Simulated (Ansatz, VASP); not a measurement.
# AlN in VASP and in Ansatz

Contents of INCAR:

```
ALGO = Normal
EDIFF = 1E-6
ENCUT = 520
GGA = PS
ISIF = 2
ISMEAR = 0
LASPH = True
LCHARG = True
LELF = True
LREAL = False
LVHAR = True
LWAVE = False
NBANDS = 11
NELM = 100
PREC = Accurate
SIGMA = 0.05
```

KPOINTS

```
k-points
0
Gamma
  10 10 10
```

Contents of POSCAR:

```
AlN
1.0
    0.0000000000      2.2396523787      2.1631588278
    2.1631588278      0.0000000000      2.1631588278
    2.1631588278      2.2396523787      0.0000000000
Al N
1 1
Direct
   -0.0112666392      0.0112666392      0.0112666392
    0.7717028100      0.7282971900      0.7282971900
```

Input for Ansatz:

```yaml
crystal:
  lattice:
    - [0.0, 2.2396523787, 2.1631588278]
    - [2.1631588278, 0.0, 2.1631588278]
    - [2.1631588278, 2.2396523787, 0.0]
  atoms:
    - { symbol: Al, position: [-0.0112666392, 0.0112666392, 0.0112666392] }
    - { symbol: "N", position: [0.77170281, 0.72829719, 0.72829719] }
basis:
  ecutwfc: 520.0
kpoints:
  mp_grid: { grid: [10, 10, 10] }
hamiltonian:
  xc: pbesol
  pseudopotentials: { kind: paw, azcp: { folder: soft_1 } }
scf:
  occupations: { method: gaussian, width: 0.05 }
output:
  forces: true
  stress: true
  eigenvalues: true
```

Change from the starting cell: mode 4 frozen in at -0.095 Å, strain +e along z and -e/2 along x and y +0.0233.

Alike in both runs: task single point; functional PBEsol; k mesh 10 × 10 × 10; occupations gaussian, width 0.05 eV; no spin polarisation.

|  | VASP | Ansatz |
| --- | --- | --- |
| version | VASP 6.6.1 | Ansatz 0.2.0 |
| potentials or method | VASP PAW PBE potentials, release 64 (Al, N), cutoff 520 eV | scalar-relativistic, plane waves, PAW |
| valence electrons in the cell | 8 | 8 |

|  | VASP | Ansatz | Ansatz less VASP |
| --- | --- | --- | --- |
| gap on the k mesh at the Fermi level (eV) | 2.79 | 2.79 | +0.008 |
| least direct gap on the mesh (eV) | 3.70 | 3.68 | -0.016 |
| pressure (GPa) | 2.4 | 2.3 | -0.05 |
| traceless stress, the component that is largest in VASP (GPa) | -10.16 | -10.00 | +0.158 |
| rms of the force components (eV/Å) | 1.138 | 1.129 | -0.0091 |

VASP's potentials were made for PBE, not for PBEsol, and Ansatz warns of the same on its side. Atom by atom the forces differ by 0.009 eV/Å (rms over components).
